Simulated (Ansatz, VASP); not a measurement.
**MgS: VASP beside Ansatz**

Contents of INCAR:

```
SYSTEM = MgS
PREC = Accurate
ENCUT = 520
EDIFF = 1E-6
ISMEAR = -1
SIGMA = 0.05
LREAL = .FALSE.
LASPH = .TRUE.
NELM = 100
ALGO = Normal
ISIF = 2
LWAVE = .FALSE.
LCHARG = .FALSE.
GGA = CA
NBANDS = 16
```

Contents of KPOINTS:

```
Automatic mesh
0
G
  8 8 4
  0 0 0
```

The input POSCAR:

```
MgS
1.0
    4.1137527396      0.0000000000      0.0000000000
   -2.0568763698      3.5626143774      0.0000000000
    0.0000000000      0.0000000000      6.5584496235
S Mg
2 2
Direct
    0.6666666667      0.3333333333      0.8792441500
    0.3333333333      0.6666666667      0.3792441500
    0.3333333333      0.6666666667      0.9957548500
    0.6666666667      0.3333333333      0.4957548500
```

The input input.yaml:

```yaml
crystal:
  lattice:
    - [4.1137527396, 0.0, 0.0]
    - [-2.0568763698, 3.5626143774, 0.0]
    - [0.0, 0.0, 6.5584496235]
  atoms:
    - { symbol: S, position: [0.6666666667, 0.3333333333, 0.87924415] }
    - { symbol: S, position: [0.3333333333, 0.6666666667, 0.37924415] }
    - { symbol: Mg, position: [0.3333333333, 0.6666666667, 0.99575485] }
    - { symbol: Mg, position: [0.6666666667, 0.3333333333, 0.49575485] }
hamiltonian:
  xc: lda
  pseudopotentials: { kind: paw }
kpoints:
  mp_grid: { grid: [8, 8, 4] }
scf:
  occupations: { method: fermi_dirac, width: 0.05 }
output:
  forces: true
  stress: true
  eigenvalues: true
  write_density: true
  write_potential: true
  elf: true
  volumetric_format: npy
```

Alike in both runs: task single point; functional LDA; k mesh 8 × 8 × 4; occupations fermi-dirac, width 0.05 eV; no spin polarisation.

|  | VASP | Ansatz |
| --- | --- | --- |
| version | VASP 6.6.1 | Ansatz 0.2.0 |
| potentials or method | VASP PAW LDA potentials, release 64 (S, Mg) | Ansatz PAW |
| plane-wave cutoff (eV) | 520 | 420 |
| valence electrons in the cell | 16 | 32 |

|  | VASP | Ansatz | Ansatz less VASP |
| --- | --- | --- | --- |
| gap on the k mesh at the Fermi level (eV) | 2.88 | 2.87 | -0.008 |
| least direct gap on the mesh (eV) | 2.88 | 2.87 | -0.008 |
| pressure (GPa) | -5.1 | -4.8 | +0.31 |
| rms of the force components (eV/Å) | 0.033 | 0.033 | -0.0004 |

LDA's correlation is that of Perdew and Zunger in VASP and of Perdew and Wang (1992) in Ansatz. Atom by atom the forces differ by 0.000 eV/Å (rms over components). VASP's potentials hold 16 valence electrons a cell and Ansatz's 32, so a difference there can come from the potentials and not from the codes.
